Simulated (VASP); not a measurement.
# WC (P-6m2) in VASP: notebook

WC is run at these levels: PBE; tasks: single point.

All numbers are computed with VASP 6.6.1; they aren't measurements. Logs are shortened: lines on timing, memory, paths and dates and some standing lists are left out, and cuts for length are marked.

**1. The cell of the first run**

It takes space group P-6m2 (No. 187, hexagonal). The conventional cell has a = 2.907 Å, b = 2.907 Å, c = 2.837 Å, α = 90.00°, β = 90.00°, γ = 120.00°. Within 3.0 Å of W (site symmetry -6m2) lie 6 C at 2.20 Å and 8 W at 2.84 to 2.91 Å. C (site symmetry -6m2) has 6 W at 2.20 Å and 8 C at 2.84 to 2.91 Å within 3.0 Å.

**2. Single point, PBE**

INCAR reads:

```
SYSTEM = WC
ALGO = Normal
EDIFF = 1E-6
ENCUT = 520
GGA = PE
ISIF = 2
ISMEAR = 0
LASPH = .TRUE.
LCHARG = .FALSE.
LREAL = .FALSE.
LWAVE = .FALSE.
NBANDS = 16
NELM = 60
PREC = Accurate
SIGMA = 0.1
```

KPOINTS reads:

```
k-points
0
G
  18 18 14
  0 0 0
```

POSCAR reads:

```
WC
1.0
    2.9065000000      0.0000000000      0.0000000000
   -1.4532500000      2.5171028361      0.0000000000
    0.0000000000      0.0000000000      2.8366000000
W C
1 1
Direct
    0.0000000000      0.0000000000      0.0000000000
    0.6666666667      0.3333333333      0.5000000000
```

Potentials or basis: VASP PAW PBE potentials, release 64 (W_sv, C).

Command:

```sh
cat potpaw_PBE.64/W_sv/POTCAR potpaw_PBE.64/C/POTCAR > POTCAR
mpirun -np 1 vasp_std > vasp.out
```

OUTCAR:

```text
SYSTEM = WC
   EDIFF = 1E-6
   ENCUT = 520
   GGA = PE
   ISIF = 2
   ISMEAR = 0
   LASPH = .TRUE.
   LREAL = .FALSE.
   NELM = 60
   PREC = Accurate

 ion  position               nearest neighbor table
   1  0.000  0.000  0.000-   2 2.20   2 2.20   2 2.20   2 2.20   2 2.20   2 2.20
   2  0.667  0.333  0.500-   1 2.20   1 2.20   1 2.20   1 2.20   1 2.20   1 2.20

  LATTYP: Found a hexagonal cell.
 ALAT       =     2.9065000000
 C/A-ratio  =     0.9759504559

  Lattice vectors:

 A1 = (   2.9065000000,   0.0000000000,   0.0000000000)
 A2 = (  -1.4532500000,   2.5171028361,   0.0000000000)
 A3 = (   0.0000000000,   0.0000000000,   2.8366000000)

Analysis of symmetry for initial positions (statically):
=====================================================================
 Subroutine PRICEL returns:
 Original cell was already a primitive cell.

 Routine SETGRP: Setting up the symmetry group for a
 hexagonal supercell.

 Subroutine GETGRP returns: Found 12 space group operations
 (whereof 12 operations were pure point group operations)
 out of a pool of 24 trial point group operations.

The static configuration has the point symmetry D_3h.

Analysis of symmetry for dynamics (positions and initial velocities):
=====================================================================
 Subroutine PRICEL returns:
 Original cell was already a primitive cell.

 Routine SETGRP: Setting up the symmetry group for a
 hexagonal supercell.

 Subroutine GETGRP returns: Found 12 space group operations
 (whereof 12 operations were pure point group operations)
 out of a pool of 24 trial point group operations.

The dynamic configuration has the point symmetry D_3h.

 Subroutine INISYM returns: Found 12 space group operations
 (whereof 12 operations are pure point group operations),
 and found     1 'primitive' translations

----------------------------------------------------------------------------------------

                                     Primitive cell

  volume of cell :      20.7525

  direct lattice vectors                    reciprocal lattice vectors
     2.906500000  0.000000000  0.000000000     0.344056425  0.198641070  0.000000000
    -1.453250000  2.517102836  0.000000000     0.000000000  0.397282139  0.000000000
     0.000000000  0.000000000  2.836600000     0.000000000  0.000000000  0.352534725

  length of vectors
     2.906500000  2.906500000  2.836600000     0.397282139  0.397282139  0.352534725
[... 80 lines left out ...]
   NELM   =     60;   NELMIN=  2; NELMDL= -5     # of ELM steps
   EDIFF  = 0.1E-05   stopping-criterion for ELM
   LREAL  =      F    real-space projection
   EDIFFG = 0.1E-04   stopping-criterion for IOM
   NSW    =      0    number of steps for IOM
   IBRION =     -1    ionic relax: 0-MD 1-quasi-New 2-CG
   NFREE  =      0    steps in history (QN), initial steepest desc. (CG)
   ISIF   =      2    stress and relaxation
   ISYM   =      2    0-nonsym 1-usesym 2-fastsym
   POTIM  = 0.5000    time-step for ionic-motion
   TEBEG  =    0.0;   TEEND  =   0.0 temperature during run
   PSTRESS=    0.0 pullay stress
   NELECT =      18.0000    total number of electrons
   NUPDOWN=      -1.0000    fix difference up-down
   EMIN   =  10.00;   EMAX   =-10.00  energy-range for DOS
   EFERMI =   0.00;   METHOD = LEGACY
   ISMEAR =     0;   SIGMA  =   0.10  broadening in eV -4-tet -1-fermi 0-gaus
   EFERMI_NEDOS =   21; number of points for ismear=-14 and -15
   IALGO  =     38    algorithm
   IMIX   =      4    mixing-type and parameters
     AMIX     =   0.40;   BMIX     =  1.00
     AMIX_MAG =   1.60;   BMIX_MAG =  1.00
  volume/ion in A,a.u.               =      10.38        70.02
  Fermi-wavevector in a.u.,A,eV,Ry     =   1.561262  2.950358 33.164744  2.437540
  Thomas-Fermi vector in A             =   2.664353
   LORBIT       =      0    0 simple, 1 ext, 2 COOP (PROOUT), +10 PAW based schemes
   GGA     = PE    functional components
   LHFCALC =     F    Hartree Fock is set to
   AEXX    =    0.0000 exact exchange contribution
   IVDW    =     0    specifies the selected vdW correction
   LEPSILON=     F    determine dielectric tensor
   LRPA    =     F    only Hartree local field effects (RPA)
 non-spin polarized calculation
 Gauss-broadening in eV      SIGMA  =   0.10
  energy-cutoff  :      520.00
  volume of cell :       20.75
 maximum number of plane-waves:       580
 NGX is ok and might be reduce to    24
   NGX = 11   NGY = 11   NGZ = 11

 number of electron      18.0000000 magnetization

 Free energy of the ion-electron system (eV)
  ---------------------------------------------------
  ext. energy  EPLUGINS =         0.00000000
  ---------------------------------------------------
  free energy    TOTEN  =       -22.44264736 eV

  energy without entropy =      -22.44131645  energy(sigma->0) =      -22.44198190

 E-fermi :  11.0702     XC(G=0): -13.7999

 val. band max:       11.0370798461   @ k =   0.0556  -0.0000   0.2143
 cond. band min:      11.0759816867   @ k =   0.4444   0.0000   0.5000
 fundamental gap:      0.0389018406
 Fermi energy:        11.0702427993

 k-point     1 :       0.0000    0.0000    0.0000
  band No.  band energies     occupation
      1     -62.9247      2.00000
      2     -26.9042      2.00000
      3     -26.8041      2.00000
      4     -26.8041      2.00000
      5      -3.3713      2.00000
      6       6.7665      2.00000
[... 433 lines left out ...]
      3     -27.0495      2.00000
      4     -26.7928      2.00000
      5       0.0035      2.00000
      6       4.2096      2.00000
[... 8 lines left out ...]
     15      24.8697      0.00000
     16      28.5960      0.00000

 [... further k-points ...]

------------------------ aborting loop because EDIFF is reached ----------------------------------------

  FORCE on cell =-STRESS in cart. coord.  units (eV):
  Direction    XX          YY          ZZ          XY          YZ          ZX
  --------------------------------------------------------------------------------------
  -------------------------------------------------------------------------------------
  Total        0.8649172      0.8649172      0.8715277      0.0000000     -0.0000000      0.0000000
  in kB       66.7752835     66.7752835     67.2856375      0.0000000     -0.0000000      0.0000000
  external PRESSURE =      66.9454015 kB  Pullay stress =       0.0000000 kB

 VOLUME and BASIS-vectors are now :
 -----------------------------------------------------------------------------
  energy-cutoff  :      520.00
  volume of cell :       20.75
      direct lattice vectors                 reciprocal lattice vectors
     2.906500000  0.000000000  0.000000000     0.344056425  0.198641070  0.000000000
    -1.453250000  2.517102836  0.000000000     0.000000000  0.397282139  0.000000000
     0.000000000  0.000000000  2.836600000     0.000000000  0.000000000  0.352534725

 POSITION                                       TOTAL-FORCE (eV/Angst)
 -----------------------------------------------------------------------------------
      0.00000      0.00000      0.00000         0.000000      0.000000      0.000000
      1.45325      0.83903      1.41830        -0.000000     -0.000000      0.000000
 -----------------------------------------------------------------------------------
    total drift:                                0.000000     -0.000000      0.000000

  FREE ENERGIE OF THE ION-ELECTRON SYSTEM (eV)
  ---------------------------------------------------
  free  energy   TOTEN  =       -22.4426473592 eV

  energy  without entropy=      -22.4413164476  energy(sigma->0) =      -22.44198190
```

It took 47 s on 1 thread of AMD EPYC 9R45 (Zen 5), shared host; peak memory 0.19 GiB.

Results:

| Item | Value |
| --- | --- |
| Free energy | -22.4426 eV |
| Pressure | 6.7 GPa |
| Band gap on the k mesh | zero (bands 9 and 10 overlap by 1.20 eV) |

Caveat: the cell stands under pressure; spin-orbit coupling is left out, which moves the levels of the heavy elements.

**3. Single point, PBE (10.84 Å³/atom)**

This run uses another cell than the first one, of 10.84 Å³/atom.

INCAR reads:

```
SYSTEM = WC
ALGO = Normal
EDIFF = 1E-7
ENCUT = 520
GGA = PE
ISIF = 2
ISMEAR = 0
LASPH = .True.
LCHARG = .False.
LREAL = .False.
LWAVE = .False.
NBANDS = 16
NELM = 80
PREC = Accurate
SIGMA = 0.1
```

KPOINTS reads:

```
k-points
0
Gamma
  18 18 14
  0 0 0
```

POSCAR reads:

```
WC
1.0
    2.9531600252      0.0000000000      0.0000000000
   -1.4765800126      2.5575116033      0.0000000000
    0.0000000000      0.0000000000      2.8702764238
W C
1 1
Direct
    0.0000000000      0.0000000000      0.0000000000
    0.6666666667      0.3333333333      0.5000000000
```

Potentials or basis: VASP PAW PBE potentials, release 64 (W_sv, C).

Command:

```sh
cat potpaw_PBE.64/W_sv/POTCAR potpaw_PBE.64/C/POTCAR > POTCAR
mpirun -np 1 vasp_std > vasp.out
```

OUTCAR:

```text
SYSTEM = WC
   EDIFF = 1E-7
   ENCUT = 520
   GGA = PE
   ISIF = 2
   ISMEAR = 0
   LASPH = .True.
   LREAL = .False.
   NELM = 80
   PREC = Accurate

 ion  position               nearest neighbor table
   1  0.000  0.000  0.000-   2 2.23   2 2.23   2 2.23   2 2.23   2 2.23   2 2.23
   2  0.667  0.333  0.500-   1 2.23   1 2.23   1 2.23   1 2.23   1 2.23   1 2.23

  LATTYP: Found a hexagonal cell.
 ALAT       =     2.9531600252
 C/A-ratio  =     0.9719339282

  Lattice vectors:

 A1 = (   2.9531600252,   0.0000000000,   0.0000000000)
 A2 = (  -1.4765800126,   2.5575116033,   0.0000000000)
 A3 = (   0.0000000000,   0.0000000000,   2.8702764238)

Analysis of symmetry for initial positions (statically):
=====================================================================
 Subroutine PRICEL returns:
 Original cell was already a primitive cell.

 Routine SETGRP: Setting up the symmetry group for a
 hexagonal supercell.

 Subroutine GETGRP returns: Found 12 space group operations
 (whereof 12 operations were pure point group operations)
 out of a pool of 24 trial point group operations.

The static configuration has the point symmetry D_3h.
[... 161 lines left out ...]

 E-fermi :  10.4475     XC(G=0): -13.5573

 val. band max:       10.4356087858   @ k =   0.3333   0.3333   0.0714
 cond. band min:      10.4520052049   @ k =   0.0556  -0.0000   0.2143
 fundamental gap:      0.0163964190
 Fermi energy:        10.4474894524

 k-point     1 :       0.0000    0.0000    0.0000
  band No.  band energies     occupation
      1     -63.6342      2.00000
      2     -27.6058      2.00000
      3     -27.5313      2.00000
      4     -27.5313      2.00000
      5      -3.6529      2.00000
      6       6.3991      2.00000
[... 433 lines left out ...]
      3     -27.7388      2.00000
      4     -27.5138      2.00000
      5      -0.4452      2.00000
      6       3.8040      2.00000
[... 8 lines left out ...]
     15      23.6770      0.00000
     16      27.4235      0.00000

 [... further k-points ...]

------------------------ aborting loop because EDIFF is reached ----------------------------------------

  FORCE on cell =-STRESS in cart. coord.  units (eV):
  Direction    XX          YY          ZZ          XY          YZ          ZX
  --------------------------------------------------------------------------------------
  -------------------------------------------------------------------------------------
  Total       -1.3192676     -1.3192676     -1.2820549      0.0000000      0.0000000     -0.0000000
  in kB      -97.5023678    -97.5023679    -94.7521108      0.0000000      0.0000000     -0.0000000
  external PRESSURE =     -96.5856155 kB  Pullay stress =       0.0000000 kB

 VOLUME and BASIS-vectors are now :
 -----------------------------------------------------------------------------
  energy-cutoff  :      520.00
  volume of cell :       21.68
      direct lattice vectors                 reciprocal lattice vectors
     2.953160025  0.000000000  0.000000000     0.338620322  0.195502534  0.000000000
    -1.476580013  2.557511603  0.000000000     0.000000000  0.391005069  0.000000000
     0.000000000  0.000000000  2.870276424     0.000000000  0.000000000  0.348398500

 POSITION                                       TOTAL-FORCE (eV/Angst)
 -----------------------------------------------------------------------------------
      0.00000      0.00000      0.00000         0.000000      0.000000      0.000000
      1.47658      0.85250      1.43514         0.000000      0.000000      0.000000
 -----------------------------------------------------------------------------------
    total drift:                               -0.000000      0.000000      0.000000

  FREE ENERGIE OF THE ION-ELECTRON SYSTEM (eV)
  ---------------------------------------------------
  free  energy   TOTEN  =       -22.4327230326 eV

  energy  without entropy=      -22.4312246587  energy(sigma->0) =      -22.43197385
```

stdout:

```text
POSCAR found type information on POSCAR W C
 POSCAR found :  2 types and       2 ions
 scaLAPACK will be used
 LDA part: xc-table for (Slater+PW92), standard interpolation
 POSCAR, INCAR and KPOINTS ok, starting setup
 FFT: planning ... GRIDC
 FFT: planning ... GRID_SOFT
 FFT: planning ... GRID
 WAVECAR not read
 entering main loop
```

Wall time 50 s (1 thread of AMD EPYC 9R45 (Zen 5), shared host); peak memory 0.19 GiB.

What came out:

- Free energy: -22.4327 eV
- Pressure: -9.7 GPa
- Band gap on the k mesh: zero (bands 9 and 10 overlap by 1.18 eV)

Stress tensor (GPa, compression positive):
```
-9.75  0.00  0.00
 0.00 -9.75  0.00
 0.00  0.00 -9.48
```

Caveat: the cell stands under tension; spin-orbit coupling is left out, which moves the levels of the heavy elements.

(Part 1 of 2 ends here.)

The gap in the log of VASP goes by the Fermi energy; the results here count the filled bands.